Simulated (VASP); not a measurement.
# Si2W (I4/mmm) in VASP: notebook, part 2 of 2

VASP 6.6.1.

## (4) Single point, PBE (volume 15.315 Å^3 an atom, c/a of the conventional cell 2.5886)

The input, INCAR:

```
SYSTEM = Si2W
PREC = Accurate ; ENCUT = 520
EDIFF = 1E-7 ; ISMEAR = 0
SIGMA = 0.15 ; LREAL = .FALSE.
LASPH = .TRUE. ; NELM = 60
ALGO = Normal ; ISIF = 2
LWAVE = .FALSE. ; LCHARG = .TRUE.
GGA = PE ; LELF = .TRUE.
LVHAR = .TRUE. ; NBANDS = 18
```

The input, KPOINTS:

```
Automatic mesh
0
G
  18 18 18
  0 0 0
```

The input, POSCAR:

```
Si2W
1.0
   -1.6432530205      1.6432530205      4.2537247688
    1.6432530205     -1.6432530205      4.2537247688
    1.6432530205      1.6432530205     -4.2537247688
Si W
2 1
Direct
    0.3345726944      0.3345726944      0.0000000000
    0.6654273056      0.6654273056      0.0000000000
    0.0000000000      0.0000000000      0.0000000000
```

Potentials or basis: VASP PAW PBE potentials, release 64 (Si, W_sv).

On the command line:

```
$ cat potpaw_PBE.64/Si/POTCAR potpaw_PBE.64/W_sv/POTCAR > POTCAR
$ mpirun -np 1 vasp_std > vasp.out
```

OUTCAR:

```text
SYSTEM = Si2W
   PREC = Accurate
   ENCUT = 520
   EDIFF = 1E-7
   ISMEAR = 0
   LREAL = .FALSE.
   LASPH = .TRUE.
   NELM = 60
   ISIF = 2
   GGA = PE

 ion  position               nearest neighbor table
   1  0.335  0.335  0.000-   3 2.72   3 2.72   3 2.72   3 2.72   2 2.73   2 2.73   2 2.73   2 2.73
                             2 2.81   3 2.85
   2  0.665  0.665  0.000-   3 2.72   3 2.72   3 2.72   3 2.72   1 2.73   1 2.73   1 2.73   1 2.73
                             1 2.81   3 2.85
   3  0.000  0.000  0.000-   2 2.72   2 2.72   2 2.72   1 2.72   2 2.72   1 2.72   1 2.72   1 2.72
                             1 2.85   2 2.85

  LATTYP: Found a body centered tetragonal cell.
 ALAT       =     3.2865060410
 C/A-ratio  =     2.5886000000

  Lattice vectors:

 A1 = (  -1.6432530205,   1.6432530205,   4.2537247688)
 A2 = (   1.6432530205,  -1.6432530205,   4.2537247688)
 A3 = (   1.6432530205,   1.6432530205,  -4.2537247688)

Analysis of symmetry for initial positions (statically):
=====================================================================
 Subroutine PRICEL returns:
 Original cell was already a primitive cell.

 Routine SETGRP: Setting up the symmetry group for a
 body centered tetragonal supercell.

 Subroutine GETGRP returns: Found 16 space group operations
 (whereof 16 operations were pure point group operations)
 out of a pool of 16 trial point group operations.

The static configuration has the point symmetry D_4h.

Analysis of symmetry for dynamics (positions and initial velocities):
=====================================================================
 Subroutine PRICEL returns:
 Original cell was already a primitive cell.

 Routine SETGRP: Setting up the symmetry group for a
 body centered tetragonal supercell.

 Subroutine GETGRP returns: Found 16 space group operations
 (whereof 16 operations were pure point group operations)
 out of a pool of 16 trial point group operations.

The dynamic configuration has the point symmetry D_4h.

 Subroutine INISYM returns: Found 16 space group operations
 (whereof 16 operations are pure point group operations),
 and found     1 'primitive' translations

----------------------------------------------------------------------------------------

                                     Primitive cell

  volume of cell :      45.9450

  direct lattice vectors                    reciprocal lattice vectors
    -1.643253020  1.643253020  4.253724769     0.000000000  0.304274505  0.117544041
     1.643253020 -1.643253020  4.253724769     0.304274505  0.000000000  0.117544041
     1.643253020  1.643253020 -4.253724769     0.304274505  0.304274505  0.000000000

  length of vectors
     4.847136824  4.847136824  4.847136824     0.326189479  0.326189479  0.430309132

  position of ions in fractional coordinates (direct lattice)
     0.334572694  0.334572694  0.000000000
     0.665427306  0.665427306  0.000000000
     0.000000000  0.000000000  0.000000000

  ion indices of the primitive-cell ions
   primitive index   ion index
                 1           1
                 2           2
                 3           3

----------------------------------------------------------------------------------------

 KPOINTS: Automatic mesh

Automatic generation of k-mesh.
 Grid dimensions read from file:
 generate k-points for:   18   18   18

 Generating k-lattice:

  Cartesian coordinates                     Fractional coordinates (reciprocal lattice)
     0.000000000  0.016904139  0.006530225     0.055555556  0.000000000 -0.000000000
     0.016904139  0.000000000  0.006530225     0.000000000  0.055555556 -0.000000000
     0.016904139  0.016904139  0.000000000     0.000000000  0.000000000  0.055555556

  Length of vectors
     0.018121638  0.018121638  0.023906063

  Shift w.r.t. Gamma in fractional coordinates (k-lattice)
     0.000000000  0.000000000  0.000000000

 Subroutine IBZKPT returns following result:
 ===========================================

 Found    480 irreducible k-points:

 Following reciprocal coordinates:
            Coordinates               Weight
  0.000000  0.000000  0.000000      1.000000
  0.055556 -0.000000  0.000000      8.000000
  0.111111 -0.000000  0.000000      8.000000
  0.166667 -0.000000  0.000000      8.000000
  0.222222 -0.000000  0.000000      8.000000
  0.277778  0.000000  0.000000      8.000000
[... 16 lines left out ...]
 -0.277778  0.055556  0.000000     16.000000
 -0.222222  0.055556  0.000000     16.000000
 [... further k-points ...]
   k-points           NKPTS =    480   k-points in BZ     NKDIM =    480   number of bands    NBANDS=     18
   number of dos      NEDOS =    301   number of ions     NIONS =      3
   total plane-waves  NPLWV =  46656
   dimension x,y,z NGX =    36 NGY =   36 NGZ =   36
   dimension x,y,z NGXF=    72 NGYF=   72 NGZF=   72
   ions per type =               2   1
   NGX,Y,Z   is equivalent  to a cutoff of  12.35, 12.35, 12.35 a.u.
   NGXF,Y,Z  is equivalent  to a cutoff of  24.69, 24.69, 24.69 a.u.
 SYSTEM =  Si2W
   PREC   = accura    normal or accurate (medium, high low for compatibility)
   ISTART =      0    job   : 0-new  1-cont  2-samecut
   ICHARG =      2    charge: 1-file 2-atom 10-const
   ISPIN  =      1    spin polarized calculation?
   LNONCOLLINEAR =      F non collinear calculations
   LSORBIT =      F    spin-orbit coupling
   LASPH  =      T    aspherical Exc in radial PAW
   ENCUT  =  520.0 eV  38.22 Ry    6.18 a.u.   9.01  9.01  9.01*2*pi/ulx,y,z
   NELM   =     60;   NELMIN=  2; NELMDL= -5     # of ELM steps
   EDIFF  = 0.1E-06   stopping-criterion for ELM
   LREAL  =      F    real-space projection
   EDIFFG = 0.1E-05   stopping-criterion for IOM
   NSW    =      0    number of steps for IOM
   IBRION =     -1    ionic relax: 0-MD 1-quasi-New 2-CG
   NFREE  =      0    steps in history (QN), initial steepest desc. (CG)
   ISIF   =      2    stress and relaxation
   ISYM   =      2    0-nonsym 1-usesym 2-fastsym
   POTIM  = 0.5000    time-step for ionic-motion
   TEBEG  =    0.0;   TEEND  =   0.0 temperature during run
   PSTRESS=    0.0 pullay stress
   NELECT =      22.0000    total number of electrons
   NUPDOWN=      -1.0000    fix difference up-down
   EMIN   =  10.00;   EMAX   =-10.00  energy-range for DOS
   EFERMI =   0.00;   METHOD = LEGACY
   ISMEAR =     0;   SIGMA  =   0.15  broadening in eV -4-tet -1-fermi 0-gaus
   EFERMI_NEDOS =   21; number of points for ismear=-14 and -15
   IALGO  =     38    algorithm
   IMIX   =      4    mixing-type and parameters
     AMIX     =   0.40;   BMIX     =  1.00
     AMIX_MAG =   1.60;   BMIX_MAG =  1.00
  volume/ion in A,a.u.               =      15.32       103.35
  Fermi-wavevector in a.u.,A,eV,Ry     =   1.280766  2.420296 22.318458  1.640360
  Thomas-Fermi vector in A             =   2.413174
   LORBIT       =      0    0 simple, 1 ext, 2 COOP (PROOUT), +10 PAW based schemes
   GGA     = PE    functional components
   LHFCALC =     F    Hartree Fock is set to
   AEXX    =    0.0000 exact exchange contribution
   IVDW    =     0    specifies the selected vdW correction
   LEPSILON=     F    determine dielectric tensor
   LRPA    =     F    only Hartree local field effects (RPA)
 non-spin polarized calculation
 Gauss-broadening in eV      SIGMA  =   0.15
  energy-cutoff  :      520.00
  volume of cell :       45.95
 maximum number of plane-waves:      1262
   NGX = 19   NGY = 19   NGZ = 19

 number of electron      21.9999999 magnetization

 Free energy of the ion-electron system (eV)
  ---------------------------------------------------
  ext. energy  EPLUGINS =         0.00000000
  ---------------------------------------------------
  free energy    TOTEN  =       -24.36916451 eV

  energy without entropy =      -24.36073349  energy(sigma->0) =      -24.36494900

 E-fermi :  10.1991     XC(G=0): -11.9360

 val. band max:       10.1963098887   @ k =   0.3333   0.2222   0.1111
 cond. band min:      10.2191125542   @ k =   0.2778   0.2778   0.1111
 fundamental gap:      0.0228026655
 Fermi energy:        10.1990685022

 k-point     1 :       0.0000    0.0000    0.0000
  band No.  band energies     occupation
      1     -63.9201      2.00000
      2     -28.1224      2.00000
      3     -28.0600      2.00000
      4     -28.0600      2.00000
      5      -2.8271      2.00000
      6       4.0156      2.00000
[... 481 lines left out ...]
      5      -1.9940      2.00000
      6       3.9115      2.00000
[... 10 lines left out ...]
     17      15.9148      0.00000
     18      18.1944      0.00000

 [... further k-points ...]

------------------------ aborting loop because EDIFF is reached ----------------------------------------

  FORCE on cell =-STRESS in cart. coord.  units (eV):
  Direction    XX          YY          ZZ          XY          YZ          ZX
  --------------------------------------------------------------------------------------
  -------------------------------------------------------------------------------------
  Total       -3.8504220     -3.8504220     -8.8719161      0.0000000      0.0000000      0.0000000
  in kB     -134.2705145   -134.2705145   -309.3782318      0.0000000      0.0000000      0.0000000
  external PRESSURE =    -192.6397536 kB  Pullay stress =       0.0000000 kB

 VOLUME and BASIS-vectors are now :
 -----------------------------------------------------------------------------
  energy-cutoff  :      520.00
  volume of cell :       45.95
      direct lattice vectors                 reciprocal lattice vectors
    -1.643253020  1.643253020  4.253724769     0.000000000  0.304274505  0.117544041
     1.643253020 -1.643253020  4.253724769     0.304274505  0.000000000  0.117544041
     1.643253020  1.643253020 -4.253724769     0.304274505  0.304274505  0.000000000

 POSITION                                       TOTAL-FORCE (eV/Angst)
 -----------------------------------------------------------------------------------
      0.00000      0.00000      2.84636        -0.000000     -0.000000      0.364083
      0.00000      0.00000      5.66109        -0.000000     -0.000000     -0.364083
      0.00000      0.00000      0.00000         0.000000      0.000000      0.000000
 -----------------------------------------------------------------------------------
    total drift:                               -0.000000      0.000000      0.000000

  FREE ENERGIE OF THE ION-ELECTRON SYSTEM (eV)
  ---------------------------------------------------
  free  energy   TOTEN  =       -24.3691645129 eV

  energy  without entropy=      -24.3607334924  energy(sigma->0) =      -24.36494900
```

OSZICAR:

```text
N       E                     dE             d eps       ncg     rms          rms(c)
DAV:   1     0.127426146139E+03    0.12743E+03   -0.10734E+04 17280   0.121E+03
DAV:   2    -0.209083101197E+02   -0.14833E+03   -0.14500E+03 19962   0.313E+02
DAV:   3    -0.253679854228E+02   -0.44597E+01   -0.43940E+01 21674   0.486E+01
DAV:   4    -0.254137468141E+02   -0.45761E-01   -0.45636E-01 20366   0.510E+00
DAV:   5    -0.254142827704E+02   -0.53596E-03   -0.53591E-03 20622   0.600E-01    0.195E+01
DAV:   6    -0.245419980959E+02    0.87228E+00   -0.58335E+00 18542   0.151E+01    0.542E+00
DAV:   7    -0.244068678851E+02    0.13513E+00   -0.84607E-01 18456   0.462E+00    0.414E+00
DAV:   8    -0.243700946839E+02    0.36773E-01   -0.10735E-01 19060   0.238E+00    0.368E-01
DAV:   9    -0.243693022297E+02    0.79245E-03   -0.26167E-03 20914   0.365E-01    0.225E-01
DAV:  10    -0.243691773475E+02    0.12488E-03   -0.63132E-04 20154   0.201E-01    0.543E-02
DAV:  11    -0.243691652965E+02    0.12051E-04   -0.12700E-04 19300   0.770E-02    0.272E-02
DAV:  12    -0.243691656210E+02   -0.32449E-06   -0.96340E-06 19594   0.213E-02    0.858E-03
DAV:  13    -0.243691646300E+02    0.99100E-06   -0.18162E-06 19024   0.108E-02    0.106E-03
DAV:  14    -0.243691645224E+02    0.10766E-06   -0.43488E-08 10056   0.160E-03    0.664E-04
DAV:  15    -0.243691645129E+02    0.94619E-08   -0.70725E-09  9436   0.730E-04
   1 F= -.24369165E+02 E0= -.24364949E+02  d E =-.843102E-02
```

stdout:

```text
POSCAR found type information on POSCAR SiW
 POSCAR found :  2 types and       3 ions
 scaLAPACK will be used
 LDA part: xc-table for (Slater+PW92), standard interpolation
 POSCAR, INCAR and KPOINTS ok, starting setup
 FFT: planning ... GRIDC
 FFT: planning ... GRID_SOFT
 FFT: planning ... GRID
 WAVECAR not read
 entering main loop
```

Run time: 5.6 min. Hardware: 1 thread of AMD EPYC 9R45 (Zen 5), shared host; peak memory 0.47 GiB.

What came out:

- Free energy: -24.3692 eV
- Pressure: -19.3 GPa
- Largest force: 0.364 eV/Å
- Band gap on the k mesh: zero (band 11 reaches 11.08 eV, above the bottom of band 12 at 9.71 eV)

Forces in eV/Å, atoms in the order of the input:
```
Si   0.000  0.000  0.364
Si   0.000  0.000 -0.364
W    0.000  0.000  0.000
```

Caveat: spin-orbit coupling is left out, which moves the levels of the heavy elements.

## (5) Summary

```tsv
cell	gap on the mesh (eV)	pressure (GPa)	largest force (eV/Å)
a = 4.609 Å, angles 136.4, 136.4, 63.3°, 3 atoms	none	-17.9	0.19
a = 5.124 Å, angles 144.1, 144.1, 51.6°, 3 atoms	none	-15.9	0.69
a = 4.847 Å, angles 140.4, 140.4, 57.3°, 3 atoms	none	-19.3	0.36
```

Alike in all rows: task single point; level PBE; potentials or basis VASP PAW PBE potentials, release 64 (Si, W_sv); no spin polarisation; k mesh 18 × 18 × 18; cutoff (eV) 520; smearing gaussian 0.15 eV.

Caveats: spin-orbit coupling is left out, which moves the levels of the heavy elements.

Total energies depend on the potentials used, so only differences within one code and one set of settings carry meaning.
